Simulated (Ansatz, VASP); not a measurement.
**One calculation of As, two programs**

```
CELL_PARAMETERS angstrom
3.57134 0.00000 0.00000
-1.78567 3.09287 0.00000
0.00000 0.00000 20.29528
ATOMIC_POSITIONS crystal
As 0.33333 0.66667 0.29059
As 0.66667 0.33333 0.22173
As 0.66667 0.33333 0.59202
As 0.33333 0.66667 0.52316
```

Alike in both runs: task single point; functional PBE; dispersion D3(BJ); k mesh 9 × 9 × 1; occupations gaussian, width 0.05 eV; no spin polarisation.

|  | VASP | Ansatz |
| --- | --- | --- |
| version | VASP 6.6.1 | Ansatz 0.2.0 |
| potentials or method | VASP PAW PBE potentials, release 64 (As_d), cutoff 400 eV | scalar-relativistic, plane waves, PAW |
| valence electrons in the cell | 60 | 60 |

|  | VASP | Ansatz | Ansatz less VASP |
| --- | --- | --- | --- |
| gap on the k mesh at the Fermi level (eV) | 1.43 | 1.42 | -0.005 |
| least direct gap on the mesh (eV) | 1.95 | 1.95 | +0.003 |
| rms of the force components (eV/Å) | 0.030 | 0.020 | -0.0105 |

Atom by atom the forces differ by 0.014 eV/Å (rms over components).
